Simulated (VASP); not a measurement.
# Mg (I4/mmm) in VASP: a series of runs, part 2 of 2

VASP 6.6.1.

## Step 4: Single point, LDA

This run uses another cell than the first one, of 23.10 Å³/atom.

The input, INCAR:

```
  ALGO = Normal
  EDIFF = 1E-7
  ENCUT = 520
  ISIF = 2
  ISMEAR = -1
  LASPH = True
  LCHARG = False
  LREAL = False
  LWAVE = False
  NBANDS = 7
  NELM = 80
  PREC = Accurate
  SIGMA = 0.05
```

The input, KPOINTS:

```
k-points
0
Gamma
  11 11 11
```

The input, POSCAR:

```
Mg
1.0
   -1.8481508693      1.8481508693      1.6905262251
    1.8481508693     -1.8481508693      1.6905262251
    1.8481508693      1.8481508693     -1.6905262251
Mg
1
Direct
    0.0000000000      0.0000000000      0.0000000000
```

Launch:

```console
$ cat potpaw_LDA.64/Mg/POTCAR > POTCAR
$ mpirun -np 1 vasp_std > vasp.out
```

It took 24 s on 1 thread of AMD EPYC 7R13, shared host; peak memory 0.11 GiB.

The run converged. Its results:

```yaml
Free_energy: -1.7702 eV
Pressure: -2.5 GPa
Band_gap_on_the_k_mesh: zero (bands 1 and 2 overlap by 4.37 eV)
```

Stress tensor (GPa, compression positive):
```
-2.46  0.00  0.00
 0.00 -2.46  0.00
 0.00  0.00 -2.60
```

Levels at points of the mesh, in eV from the Fermi level:
```csv
k point,band 1,band 2,band 3,band 4
"(0.00, 0.00, 0.00)",-6.91,11.77,13.57,13.57
```

## Step 5: Single point, LDA

This run uses another cell than the first one, of 23.55 Å³/atom.

The input, INCAR:

```
SYSTEM = Mg
  ALGO = Normal
  EDIFF = 1E-6
  ENCUT = 520
  ISIF = 2
  ISMEAR = -1
  LASPH = .True.
  LCHARG = .False.
  LREAL = .False.
  LWAVE = .False.
  NBANDS = 7
  NELM = 80
  PREC = Accurate
  SIGMA = 0.05
```

The input, KPOINTS:

```
k-points
0
Gamma
  11 11 11
  0 0 0
```

The input, POSCAR:

```
Mg
1.0
   -1.8601521853      1.8601521853      1.7015039757
    1.8601521853     -1.8601521853      1.7015039757
    1.8601521853      1.8601521853     -1.7015039757
Mg
1
Direct
    0.0000000000      0.0000000000      0.0000000000
```

Potentials or basis: VASP PAW LDA potentials, release 64 (Mg).

Launch:

```console
$ cat potpaw_LDA.64/Mg/POTCAR > POTCAR
$ mpirun -np 1 vasp_std > vasp.out
```

OUTCAR:

```text
SYSTEM = Mg
   EDIFF = 1E-6
   ENCUT = 520
   ISIF = 2
   ISMEAR = -1
   LASPH = .True.
   LREAL = .False.
   NELM = 80
   PREC = Accurate

 ion  position               nearest neighbor table
   1  0.000  0.000  0.000-

  LATTYP: Found a body centered tetragonal cell.
 ALAT       =     3.7203043706
 C/A-ratio  =     0.9147122419

  Lattice vectors:

 A1 = (  -1.8601521853,   1.8601521853,   1.7015039757)
 A2 = (   1.8601521853,  -1.8601521853,   1.7015039757)
 A3 = (   1.8601521853,   1.8601521853,  -1.7015039757)

Analysis of symmetry for initial positions (statically):
=====================================================================
 Subroutine PRICEL returns:
 Original cell was already a primitive cell.

 Routine SETGRP: Setting up the symmetry group for a
 body centered tetragonal supercell.

 Subroutine GETGRP returns: Found 16 space group operations
 (whereof 16 operations were pure point group operations)
 out of a pool of 16 trial point group operations.

The static configuration has the point symmetry D_4h.

Analysis of symmetry for dynamics (positions and initial velocities):
[... 158 lines left out ...]
 val. band max:        2.3217580889   @ k =  -0.3636  -0.3636   0.2727
 cond. band min:       2.4068866168   @ k =   0.4545   0.3636   0.0000
 fundamental gap:      0.0851285278
 Fermi energy:         2.3586875105

 k-point     1 :       0.0000    0.0000    0.0000
  band No.  band energies     occupation
      1      -4.4690      2.00000
      2      14.0184      0.00000
      3      15.7982      0.00000
      4      15.7982      0.00000
      5      16.1006      0.00000
      6      16.1006      0.00000
      7      16.2072      0.00000
[... 221 lines left out ...]
 k-point    24 :      -0.1818    0.1818    0.0000
  band No.  band energies     occupation
      1      -3.7516      2.00000
      2       9.2427      0.00000
      3      13.9947      0.00000
      4      14.0140      0.00000
      5      15.2089      0.00000
      6      15.4251      0.00000
      7      16.8712      0.00000

 [... further k-points ...]

------------------------ aborting loop because EDIFF is reached ----------------------------------------

  FORCE on cell =-STRESS in cart. coord.  units (eV):
  Direction    XX          YY          ZZ          XY          YZ          ZX
  --------------------------------------------------------------------------------------
  -------------------------------------------------------------------------------------
  Total       -0.4367824     -0.4367824     -0.4732183      0.0000000      0.0000000      0.0000000
  in kB      -29.7156898    -29.7156898    -32.1945406      0.0000000      0.0000000      0.0000000
  external PRESSURE =     -30.5419734 kB  Pullay stress =       0.0000000 kB

 VOLUME and BASIS-vectors are now :
 -----------------------------------------------------------------------------
  energy-cutoff  :      520.00
  volume of cell :       23.55
      direct lattice vectors                 reciprocal lattice vectors
    -1.860152185  1.860152185  1.701503976     0.000000000  0.268795211  0.293857674
     1.860152185 -1.860152185  1.701503976     0.268795211  0.000000000  0.293857674
     1.860152185  1.860152185 -1.701503976     0.268795211  0.268795211  0.000000000

 POSITION                                       TOTAL-FORCE (eV/Angst)
 -----------------------------------------------------------------------------------
      0.00000      0.00000      0.00000         0.000000      0.000000      0.000000
 -----------------------------------------------------------------------------------
    total drift:                                0.000000      0.000000      0.000000

  FREE ENERGIE OF THE ION-ELECTRON SYSTEM (eV)
  ---------------------------------------------------
  free  energy   TOTEN  =        -1.7622938090 eV

  energy  without entropy=       -1.7589333659  energy(sigma->0) =       -1.76061359
```

Wall time 23 s (1 thread of AMD EPYC 7R13, shared host); peak memory 0.11 GiB.

Results:

```
Free energy            : -1.7623 eV
Pressure               : -3.1 GPa
Band gap on the k mesh : zero (bands 1 and 2 overlap by 4.35 eV)
```

Stress tensor (GPa, compression positive):
```
-2.97  0.00  0.00
 0.00 -2.97  0.00
 0.00  0.00 -3.22
```

Caveat: the cell stands under tension.

## Step 6: Single point, LDA

This run uses another cell than the first one, of 24.00 Å³/atom.

The input, INCAR:

```
ALGO = Normal ; EDIFF = 1E-7
ENCUT = 520 ; GGA = CA
ISIF = 2 ; ISMEAR = -1
LASPH = T ; LCHARG = F
LREAL = F ; LWAVE = F
NBANDS = 7 ; NELM = 100
PREC = Accurate ; SIGMA = 0.05
```

The input, KPOINTS:

```
k-points
0
Gamma
  11 11 11
```

The input, POSCAR:

```
Mg
1.0
   -1.8720006078      1.8720006078      1.7123418728
    1.8720006078     -1.8720006078      1.7123418728
    1.8720006078      1.8720006078     -1.7123418728
Mg
1
Direct
    0.0000000000      0.0000000000      0.0000000000
```

Potentials or basis: VASP PAW LDA potentials, release 64 (Mg).

Launch:

```console
$ cat potpaw_LDA.64/Mg/POTCAR > POTCAR
$ mpirun -np 1 vasp_std > vasp.out
```

Wall time 19 s (1 thread of AMD EPYC 7R13, shared host); peak memory 0.11 GiB.

Results (log left out):

- Free energy: -1.7530 eV
- Pressure: -3.5 GPa
- Band gap on the k mesh: zero (bands 1 and 2 overlap by 4.33 eV)

Stress tensor (GPa, compression positive):
```
-3.43  0.00  0.00
 0.00 -3.43  0.00
 0.00  0.00 -3.78
```

Levels at points of the mesh, in eV from the Fermi level:
| k point | band 1 | band 2 | band 3 | band 4 | band 5 | band 6 |
| --- | --- | --- | --- | --- | --- | --- |
| (0.00, 0.00, 0.00) | -6.74 | 11.56 | 13.31 | 13.31 | 13.53 | 13.53 |

Caveat: the cell stands under tension.

## Step 7: The runs side by side

```csv
cell,gap on the mesh (eV),pressure (GPa)
"a = 3.072 Å, angles 107.2, 107.2, 114.2°, 1 atom",none,-1.2
"a = 3.092 Å, angles 107.2, 107.2, 114.2°, 1 atom",none,-1.9
"a = 3.113 Å, angles 107.2, 107.2, 114.2°, 1 atom",none,-2.5
"a = 3.133 Å, angles 107.2, 107.2, 114.2°, 1 atom",none,-3.1
"a = 3.153 Å, angles 107.2, 107.2, 114.2°, 1 atom",none,-3.5
```

Alike in all rows: task single point; level LDA; potentials or basis VASP PAW LDA potentials, release 64 (Mg); no spin polarisation; k mesh 11 × 11 × 11; cutoff (eV) 520; smearing fermi-dirac 0.05 eV.

Caveats: the cell stands under tension (at least some runs).

Absolute energies hang on the potentials; compare differences alone.
